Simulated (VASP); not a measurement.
Here is a VASP 6.6.1 calculation.

INCAR

```
PREC     = Accurate       # precision mode
ENCUT    = 520            # plane-wave cutoff, eV
EDIFF    = 1E-7           # SCF threshold, eV
ISMEAR   = 0              # smearing method
SIGMA    = 0.1            # smearing width, eV
LREAL    = F              # projectors in reciprocal space
LASPH    = T              # aspherical terms in the spheres
NELM     = 100            # most SCF steps
ALGO     = Normal         # electronic algorithm
ISIF     = 2              # what is computed and relaxed
LWAVE    = F              # write WAVECAR
LCHARG   = T              # write CHGCAR
GGA      = PE             # functional
LELF     = T              # ELF
LVHAR    = T            
NBANDS   = 23             # bands
```

File KPOINTS:

```
Automatic mesh
0
Gamma
  10 16 8
```

Contents of POSCAR:

```
OsBr
1.0
    3.4802853518      0.0000000000      0.0000000000
    0.0000000000      3.0518142047      0.0000000000
    0.0000000000      0.0000000000      9.4505021791
Os Br
2 2
Direct
    0.7500000000      0.0000000000      0.5805982834
    0.2500000000      0.0000000000      0.4194017166
    0.7500000000      0.5000000000      0.2260222140
    0.2500000000      0.5000000000      0.7739777860
```

Potentials or basis: VASP PAW PBE potentials, release 64 (Os, Br).

Run with:

```sh
$ cat potpaw_PBE.64/Os/POTCAR potpaw_PBE.64/Br/POTCAR > POTCAR
$ mpirun -np 1 vasp_std > vasp.out
```

Question: Predict the pressure.

Answer: -0.5 GPa.

Question: What does it give for the band gap on the k mesh?

Answer: Zero (bands 15 and 16 overlap by 1.99 eV).

Question: What does it give for the largest force?

Answer: 0.227 eV/Å.

Stress tensor (GPa, compression positive):
```
-0.82  0.00  0.00
 0.00  0.01  0.00
 0.00  0.00 -0.59
```

Caveat: spin-orbit coupling is left out, which moves the levels of the heavy elements; this functional lacks dispersion, which binds the layers, so the pressure and a relaxed spacing across them are unreliable.
